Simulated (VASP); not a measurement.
## BaS: single point with PBE

Crystal: BaS.

```xyz
2
Lattice="0.0000 3.1938 3.1938 3.1938 0.0000 3.1938 3.1938 3.1938 0.0000" Properties=species:S:1:pos:R:3 pbc="T T T"
Ba    0.0000    0.0000    0.0000
S     3.2112    3.2001    3.2347
```

This cell differs from its parent crystal: one atom moved.

| Item | Value |
| --- | --- |
| Program | VASP 6.6.1 |
| Task | single point |
| Functional | PBE |
| Potentials or basis | VASP PAW PBE potentials, release 64 (Ba_sv, S) |
| Cutoff | 520 eV |
| k mesh | 8 × 8 × 8 |
| Occupations | gaussian, width 0.02 eV |
| Spin | no spin polarisation |

| Quantity | Value |
| --- | --- |
| Pressure | 1.4 GPa |
| Largest force | 0.095 eV/Å |
| Band gap on the k mesh | 2.11 eV (least direct gap 2.25 eV) |

Forces in eV/Å, atoms in the order of the input:
```
Ba   0.037  0.013  0.087
S   -0.037 -0.013 -0.087
```

Levels at points of the mesh, in eV from the valence-band top:
| k point | band 6 | band 7 | band 8 | band 9 | band 10 | band 11 |
| --- | --- | --- | --- | --- | --- | --- |
| (0.00, 0.00, 0.00) | 0.00 | 0.00 | 0.00 | 3.60 | 3.87 | 3.88 |
| (0.50, 0.00, 0.00) | -1.93 | -1.08 | -1.08 | 5.54 | 5.69 | 6.31 |
| (0.00, 0.50, 0.00) | -1.93 | -1.08 | -1.08 | 5.53 | 5.70 | 6.31 |
| (0.00, 0.00, 0.50) | -1.93 | -1.08 | -1.08 | 5.54 | 5.69 | 6.31 |
| (0.50, 0.50, 0.50) | -1.93 | -1.08 | -1.08 | 5.53 | 5.71 | 6.31 |
| (0.50, 0.50, 0.00) | -0.52 | -0.14 | -0.13 | 2.11 | 5.94 | 6.03 |
| (0.00, 0.50, 0.50) | -0.52 | -0.14 | -0.13 | 2.12 | 5.94 | 6.03 |
| (0.50, 0.00, 0.50) | -0.52 | -0.14 | -0.13 | 2.12 | 5.94 | 6.03 |

Wall time 2.9 min on 1 thread of Intel(R) Xeon(R) Platinum 8259CL CPU @ 2.50GHz (Skylake/Cascade Lake), on a shared host, peak memory 0.4 GiB.

Caveat: the cell differs from its parent crystal (one atom moved); spin-orbit coupling is left out, which moves the levels of the heavy elements. A k mesh can miss the band edges.
